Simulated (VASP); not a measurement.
# BW5 (F-43m) in VASP: notebook

The runs below take BW5 through single point, relaxation of cell and atoms, with PBE.

All numbers are computed with VASP 6.6.1; they aren't measurements. Logs are shortened: lines on timing, memory, paths and dates and some standing lists are left out, and cuts for length are marked.

### Step 1. The cell of the first run

Symmetry: F-43m, No. 216, cubic system. The conventional cell has a = 7.321 Å, b = 7.321 Å, c = 7.321 Å, α = 90.00°, β = 90.00°, γ = 90.00°. B (site symmetry -43m) has 16 W at 3.03 to 3.17 Å within 4.0 Å. W (site symmetry -43m) has 12 W at 3.04 Å and 4 B at 3.17 Å within 4.0 Å. W (site symmetry 3m) has 9 W at 2.58 to 3.04 Å and 3 B at 3.03 Å within 3.4 Å.

### Step 2. Single point, PBE

Contents of INCAR:

```
ALGO     = Normal         # electronic algorithm
EDIFF    = 1E-7           # SCF threshold, eV
ENCUT    = 520            # plane-wave cutoff, eV
GGA      = PE             # functional
ISIF     = 2              # what is computed and relaxed
ISMEAR   = 0              # smearing method
LASPH    = T              # aspherical terms in the spheres
LCHARG   = T              # write CHGCAR
LELF     = T              # ELF
LREAL    = F              # projectors in reciprocal space
LVHAR    = T            
LWAVE    = F              # write WAVECAR
NBANDS   = 46             # bands
NELM     = 100            # most SCF steps
PREC     = Accurate       # precision mode
SIGMA    = 0.1            # smearing width, eV
```

Contents of KPOINTS:

```
k-points
0
Gamma
  10 10 10
```

Contents of POSCAR:

```
BW5
1.0
    0.0000000000      3.6604430649      3.6604430649
    3.6604430649      0.0000000000      3.6604430649
    3.6604430649      3.6604430649      0.0000000000
B W
1 5
Direct
    0.0000000000      0.0000000000      0.0000000000
    0.7500000000      0.7500000000      0.7500000000
    0.8764016872      0.3745327709      0.3745327709
    0.3745327709      0.3745327709      0.3745327709
    0.3745327709      0.8764016872      0.3745327709
    0.3745327709      0.3745327709      0.8764016872
```

Potentials or basis: VASP PAW PBE potentials, release 64 (B, W_sv).

The run is started by

```bash
cat potpaw_PBE.64/B/POTCAR potpaw_PBE.64/W_sv/POTCAR > POTCAR
mpirun -np 1 vasp_std > vasp.out
```

OUTCAR:

```text
EDIFF = 1E-7
   ENCUT = 520
   GGA = PE
   ISIF = 2
   ISMEAR = 0
   LASPH = T
   LREAL = F
   NELM = 100
   PREC = Accurate

 ion  position               nearest neighbor table
   1  0.000  0.000  0.000-
   2  0.750  0.750  0.750-   5 3.04   6 3.04   3 3.04   6 3.04   3 3.04   5 3.04   4 3.04   4 3.04
                             4 3.04   3 3.04   5 3.04   6 3.04
   3  0.876  0.375  0.375-   4 2.58   5 2.58   6 2.58   5 2.60   6 2.60   4 2.60   2 3.04   2 3.04
                             2 3.04
   4  0.375  0.375  0.375-   3 2.58   5 2.58   6 2.58   3 2.60   5 2.60   6 2.60   2 3.04   2 3.04
                             2 3.04
   5  0.375  0.876  0.375-   3 2.58   4 2.58   6 2.58   3 2.60   6 2.60   4 2.60   2 3.04   2 3.04
                             2 3.04
   6  0.375  0.375  0.876-   3 2.58   4 2.58   5 2.58   5 2.60   3 2.60   4 2.60   2 3.04   2 3.04
                             2 3.04

  LATTYP: Found a face centered cubic cell.
 ALAT       =     7.3208861298

  Lattice vectors:

 A1 = (   0.0000000000,   3.6604430649,   3.6604430649)
 A2 = (   3.6604430649,   0.0000000000,   3.6604430649)
 A3 = (   3.6604430649,   3.6604430649,   0.0000000000)

Analysis of symmetry for initial positions (statically):
=====================================================================
 Subroutine PRICEL returns:
 Original cell was already a primitive cell.

 Routine SETGRP: Setting up the symmetry group for a
 face centered cubic supercell.

 Subroutine GETGRP returns: Found 24 space group operations
 (whereof 24 operations were pure point group operations)
 out of a pool of 48 trial point group operations.

The static configuration has the point symmetry T_d .

Analysis of symmetry for dynamics (positions and initial velocities):
=====================================================================
 Subroutine PRICEL returns:
 Original cell was already a primitive cell.

 Routine SETGRP: Setting up the symmetry group for a
 face centered cubic supercell.

 Subroutine GETGRP returns: Found 24 space group operations
 (whereof 24 operations were pure point group operations)
 out of a pool of 48 trial point group operations.

The dynamic configuration has the point symmetry T_d .

 Subroutine INISYM returns: Found 24 space group operations
 (whereof 24 operations are pure point group operations),
 and found     1 'primitive' translations

----------------------------------------------------------------------------------------

                                     Primitive cell

  volume of cell :      98.0914

  direct lattice vectors                    reciprocal lattice vectors
     0.000000000  3.660443065  3.660443065    -0.136595486  0.136595486  0.136595486
     3.660443065  0.000000000  3.660443065     0.136595486 -0.136595486  0.136595486
     3.660443065  3.660443065  0.000000000     0.136595486  0.136595486 -0.136595486

  length of vectors
     5.176648227  5.176648227  5.176648227     0.236590322  0.236590322  0.236590322

  position of ions in fractional coordinates (direct lattice)
     0.000000000  0.000000000  0.000000000
     0.750000000  0.750000000  0.750000000
     0.876401687  0.374532771  0.374532771
     0.374532771  0.374532771  0.374532771
     0.374532771  0.876401687  0.374532771
     0.374532771  0.374532771  0.876401687

  ion indices of the primitive-cell ions
   primitive index   ion index
                 1           1
                 2           2
                 3           3
                 4           4
                 5           5
                 6           6

----------------------------------------------------------------------------------------

 KPOINTS: k-points

Automatic generation of k-mesh.
 Grid dimensions read from file:
 generate k-points for:   10   10   10

 Generating k-lattice:

  Cartesian coordinates                     Fractional coordinates (reciprocal lattice)
    -0.013659549  0.013659549  0.013659549     0.100000000  0.000000000  0.000000000
     0.013659549 -0.013659549  0.013659549     0.000000000  0.100000000  0.000000000
     0.013659549  0.013659549 -0.013659549     0.000000000  0.000000000  0.100000000

  Length of vectors
     0.023659032  0.023659032  0.023659032

  Shift w.r.t. Gamma in fractional coordinates (k-lattice)
     0.000000000  0.000000000  0.000000000

 Subroutine IBZKPT returns following result:
 ===========================================

 Found     47 irreducible k-points:

 Following reciprocal coordinates:
            Coordinates               Weight
  0.000000  0.000000  0.000000      1.000000
  0.100000  0.000000  0.000000      8.000000
  0.200000  0.000000  0.000000      8.000000
  0.300000  0.000000  0.000000      8.000000
  0.400000  0.000000  0.000000      8.000000
  0.500000  0.000000  0.000000      4.000000
[... 16 lines left out ...]
  0.300000  0.300000  0.000000      6.000000
  0.400000  0.300000  0.000000     24.000000
 [... further k-points ...]
   k-points           NKPTS =     47   k-points in BZ     NKDIM =     47   number of bands    NBANDS=     46
   number of dos      NEDOS =    301   number of ions     NIONS =      6
   total plane-waves  NPLWV =  64000
   dimension x,y,z NGX =    40 NGY =   40 NGZ =   40
   dimension x,y,z NGXF=    80 NGYF=   80 NGZF=   80
   ions per type =               1   5
   NGX,Y,Z   is equivalent  to a cutoff of  12.85, 12.85, 12.85 a.u.
   NGXF,Y,Z  is equivalent  to a cutoff of  25.69, 25.69, 25.69 a.u.
 SYSTEM =  unknown system
   PREC   = accura    normal or accurate (medium, high low for compatibility)
   ISTART =      0    job   : 0-new  1-cont  2-samecut
   ICHARG =      2    charge: 1-file 2-atom 10-const
   ISPIN  =      1    spin polarized calculation?
   LNONCOLLINEAR =      F non collinear calculations
   LSORBIT =      F    spin-orbit coupling
   LASPH  =      T    aspherical Exc in radial PAW
   ENCUT  =  520.0 eV  38.22 Ry    6.18 a.u.   9.63  9.63  9.63*2*pi/ulx,y,z
   NELM   =    100;   NELMIN=  2; NELMDL= -5     # of ELM steps
   EDIFF  = 0.1E-06   stopping-criterion for ELM
   LREAL  =      F    real-space projection
   EDIFFG = 0.1E-05   stopping-criterion for IOM
   NSW    =      0    number of steps for IOM
   IBRION =     -1    ionic relax: 0-MD 1-quasi-New 2-CG
   NFREE  =      0    steps in history (QN), initial steepest desc. (CG)
   ISIF   =      2    stress and relaxation
   ISYM   =      2    0-nonsym 1-usesym 2-fastsym
   POTIM  = 0.5000    time-step for ionic-motion
   TEBEG  =    0.0;   TEEND  =   0.0 temperature during run
   PSTRESS=    0.0 pullay stress
   NELECT =      73.0000    total number of electrons
   NUPDOWN=      -1.0000    fix difference up-down
   EMIN   =  10.00;   EMAX   =-10.00  energy-range for DOS
   EFERMI =   0.00;   METHOD = LEGACY
   ISMEAR =     0;   SIGMA  =   0.10  broadening in eV -4-tet -1-fermi 0-gaus
   EFERMI_NEDOS =   21; number of points for ismear=-14 and -15
   IALGO  =     38    algorithm
   IMIX   =      4    mixing-type and parameters
     AMIX     =   0.40;   BMIX     =  1.00
     AMIX_MAG =   1.60;   BMIX_MAG =  1.00
  volume/ion in A,a.u.               =      16.35       110.33
  Fermi-wavevector in a.u.,A,eV,Ry     =   1.483561  2.803524 29.945794  2.200954
  Thomas-Fermi vector in A             =   2.597207
   LORBIT       =      0    0 simple, 1 ext, 2 COOP (PROOUT), +10 PAW based schemes
   GGA     = PE    functional components
   LHFCALC =     F    Hartree Fock is set to
   AEXX    =    0.0000 exact exchange contribution
   IVDW    =     0    specifies the selected vdW correction
   LEPSILON=     F    determine dielectric tensor
   LRPA    =     F    only Hartree local field effects (RPA)
 non-spin polarized calculation
 Gauss-broadening in eV      SIGMA  =   0.10
  energy-cutoff  :      520.00
  volume of cell :       98.09
 maximum number of plane-waves:      2685
   NGX = 19   NGY = 19   NGZ = 19

 number of electron      73.0000005 magnetization

 Free energy of the ion-electron system (eV)
  ---------------------------------------------------
  ext. energy  EPLUGINS =         0.00000000
  ---------------------------------------------------
  free energy    TOTEN  =       -64.71201655 eV

  energy without entropy =      -64.69670224  energy(sigma->0) =      -64.70435939

 E-fermi :   9.4033     XC(G=0): -12.7101

 val. band max:        9.4012990881   @ k =   0.4000   0.0000   0.0000
 cond. band min:       9.4399076315   @ k =  -0.3000   0.4000   0.2000
 fundamental gap:      0.0386085435
 Fermi energy:         9.4033423932

 k-point     1 :       0.0000    0.0000    0.0000
  band No.  band energies     occupation
      1     -65.0840      2.00000
      2     -64.6636      2.00000
      3     -64.4268      2.00000
      4     -64.4268      2.00000
      5     -64.4268      2.00000
      6     -30.3155      2.00000
[... 38 lines left out ...]
     45      13.1544      0.00000
     46      13.1544      0.00000

 k-point     2 :       0.1000    0.0000    0.0000
  band No.  band energies     occupation
      1     -65.0839      2.00000
      2     -64.6594      2.00000
      3     -64.4311      2.00000
      4     -64.4267      2.00000
      5     -64.4267      2.00000
      6     -30.2827      2.00000
[... 38 lines left out ...]
     45      12.6437      0.00000
     46      13.1474      0.00000

 k-point     3 :       0.2000    0.0000    0.0000
  band No.  band energies     occupation
      1     -65.0837      2.00000
      2     -64.6476      2.00000
      3     -64.4435      2.00000
      4     -64.4267      2.00000
      5     -64.4267      2.00000
      6     -30.1930      2.00000
[... 38 lines left out ...]
     45      12.6025      0.00000
     46      13.2007      0.00000

 k-point     4 :       0.3000    0.0000    0.0000
  band No.  band energies     occupation
      1     -65.0834      2.00000
      2     -64.6307      2.00000
      3     -64.4611      2.00000
      4     -64.4267      2.00000
      5     -64.4267      2.00000
      6     -30.0756      2.00000
[... 920 lines left out ...]
     45      12.6165      0.00000
     46      12.8882      0.00000

 k-point    23 :       0.3000    0.3000    0.0000
  band No.  band energies     occupation
      1     -65.0833      2.00000
      2     -64.6160      2.00000
      3     -64.4763      2.00000
      4     -64.4267      2.00000
      5     -64.4267      2.00000
      6     -29.9483      2.00000
[... 38 lines left out ...]
     45      12.5836      0.00000
     46      12.5836      0.00000

 k-point    24 :       0.4000    0.3000    0.0000
  band No.  band energies     occupation
      1     -65.0831      2.00000
      2     -64.5992      2.00000
      3     -64.4935      2.00000
      4     -64.4267      2.00000
      5     -64.4267      2.00000
      6     -29.8304      2.00000
[... 38 lines left out ...]
     45      12.3479      0.00000
     46      12.5122      0.00000

 [... further k-points ...]
[... 5 lines left out ...]
  --------------------------------------------------------------------------------------
  -------------------------------------------------------------------------------------
  Total        0.3990022      0.3990022      0.3990022     -0.0000000      0.0000000      0.0000000
  in kB        6.5171080      6.5171080      6.5171080     -0.0000000      0.0000000      0.0000000
  external PRESSURE =       6.5171080 kB  Pullay stress =       0.0000000 kB

 VOLUME and BASIS-vectors are now :
 -----------------------------------------------------------------------------
  energy-cutoff  :      520.00
  volume of cell :       98.09
      direct lattice vectors                 reciprocal lattice vectors
     0.000000000  3.660443065  3.660443065    -0.136595486  0.136595486  0.136595486
     3.660443065  0.000000000  3.660443065     0.136595486 -0.136595486  0.136595486
     3.660443065  3.660443065  0.000000000     0.136595486  0.136595486 -0.136595486

 POSITION                                       TOTAL-FORCE (eV/Angst)
 -----------------------------------------------------------------------------------
      0.00000      0.00000      0.00000         0.000000      0.000000      0.000000
      5.49066      5.49066      5.49066         0.000000      0.000000      0.000000
      2.74191      4.57897      4.57897         0.008532     -0.008532     -0.008532
      2.74191      2.74191      2.74191         0.008532      0.008532      0.008532
      4.57897      2.74191      4.57897        -0.008532      0.008532     -0.008532
      4.57897      4.57897      2.74191        -0.008532     -0.008532      0.008532
 -----------------------------------------------------------------------------------
    total drift:                                0.000001      0.000001      0.000001

  FREE ENERGIE OF THE ION-ELECTRON SYSTEM (eV)
  ---------------------------------------------------
  free  energy   TOTEN  =       -64.7120165500 eV

  energy  without entropy=      -64.6967022351  energy(sigma->0) =      -64.70435939
```

Wall time 3.8 min (1 thread of Intel Xeon Platinum 8259CL at 2.50GHz (Skylake/Cascade Lake), shared host); peak memory 0.33 GiB.

What came out:

* Free energy: -64.7120 eV
* Pressure: 0.7 GPa
* Largest force: 0.015 eV/Å

Forces in eV/Å, atoms in the order of the input:
```
B    0.000  0.000  0.000
W    0.000  0.000  0.000
W    0.009 -0.009 -0.009
W    0.009  0.009  0.009
W   -0.009  0.009 -0.009
W   -0.009 -0.009  0.009
```

Caveat: spin-orbit coupling is left out, which moves the levels of the heavy elements.

### Step 3. Relaxation of cell and atoms, PBE

Contents of INCAR:

```
SYSTEM = BW5
PREC = Accurate ; ENCUT = 600
EDIFF = 1E-7 ; ISMEAR = 0
SIGMA = 0.1 ; LREAL = .FALSE.
LASPH = .TRUE. ; NELM = 100
ALGO = Normal ; ISIF = 3
LWAVE = .FALSE. ; LCHARG = .FALSE.
GGA = PE ; IBRION = 2
NSW = 100 ; EDIFFG = -0.01
```

Contents of KPOINTS:

```
Automatic mesh
0
G
  10 10 10
  0 0 0
```

Contents of POSCAR:

```
BW5
1.0
    0.0000000000      3.6591523461      3.6591523461
    3.6591523461      0.0000000000      3.6591523461
    3.6591523461      3.6591523461      0.0000000000
B W
1 5
Direct
    0.0000000000      0.0000000000      0.0000000000
    0.7500000000      0.7500000000      0.7500000000
    0.8765126114      0.3744957962      0.3744957962
    0.3744957962      0.3744957962      0.3744957962
    0.3744957962      0.8765126114      0.3744957962
    0.3744957962      0.3744957962      0.8765126114
```

Potentials or basis: VASP PAW PBE potentials, release 64 (B, W_sv).

The run is started by

```bash
cat potpaw_PBE.64/B/POTCAR potpaw_PBE.64/W_sv/POTCAR > POTCAR
mpirun -np 1 vasp_std > vasp.out
```

It took 12 min on 1 thread of Intel Xeon Platinum 8259CL at 2.50GHz (Skylake/Cascade Lake), shared host; peak memory 0.38 GiB.

The run converged. Its results:

- Free energy: -64.7134 eV
- Relaxed volume: 16.40 Å³/atom
- Relaxed cell: a = 5.182 Å, b = 5.182 Å, c = 5.182 Å, α = 60.00°, β = 60.00°, γ = 60.00°
- Space group after relaxing (to 0.05 Å): F-43m (No. 216)
- Energy gained by relaxing: 0.2 meV/atom
- Ionic steps: 3
- Pressure after relaxing: 0.0 GPa
- Largest force after relaxing: 0.004 eV/Å

Forces on the atoms (eV/Å):
```
B    0.000  0.000  0.000
W    0.000  0.000  0.000
W    0.002 -0.002 -0.002
W    0.002  0.002  0.002
W   -0.002  0.002 -0.002
W   -0.002 -0.002  0.002
```

The path:
| step | energy change (eV) | largest force (eV/Å) | pressure (GPa) | volume (Å³) |
| --- | --- | --- | --- | --- |
| 1 | 0.0000 | 0.0449 | 0.96 | 97.99 |
| 2 | 0.0066 | 0.0923 | -2.37 | 99.38 |
| 3 | -0.0012 | 0.0043 | 0.00 | 98.38 |

Final structure:
```yaml
crystal:
  lattice:
    - [0.00000, 3.66401, 3.66401]
    - [3.66401, 0.00000, 3.66401]
    - [3.66401, 3.66401, 0.00000]
  atoms:
    - { symbol: B, position: [0.00000, 0.00000, 0.00000] }
    - { symbol: W, position: [0.75000, 0.75000, 0.75000] }
    - { symbol: W, position: [0.87637, 0.37454, 0.37454] }
    - { symbol: W, position: [0.37454, 0.37454, 0.37454] }
    - { symbol: W, position: [0.37454, 0.87637, 0.37454] }
    - { symbol: W, position: [0.37454, 0.37454, 0.87637] }
```

Levels at points of the mesh, in eV from the Fermi level:
```tsv
k point	band 34	band 35	band 36	band 37	band 38	band 39
(0.00, 0.00, 0.00)	-1.09	-1.08	-1.08	1.71	1.71	1.71
(0.50, 0.00, 0.00)	-1.55	-1.23	-1.23	-0.15	1.04	1.04
(0.50, 0.50, 0.00)	-1.43	-1.43	-0.76	-0.76	-0.40	0.42
```

Caveat: spin-orbit coupling is left out, which moves the levels of the heavy elements.

(Part 1 of 2 ends here.)
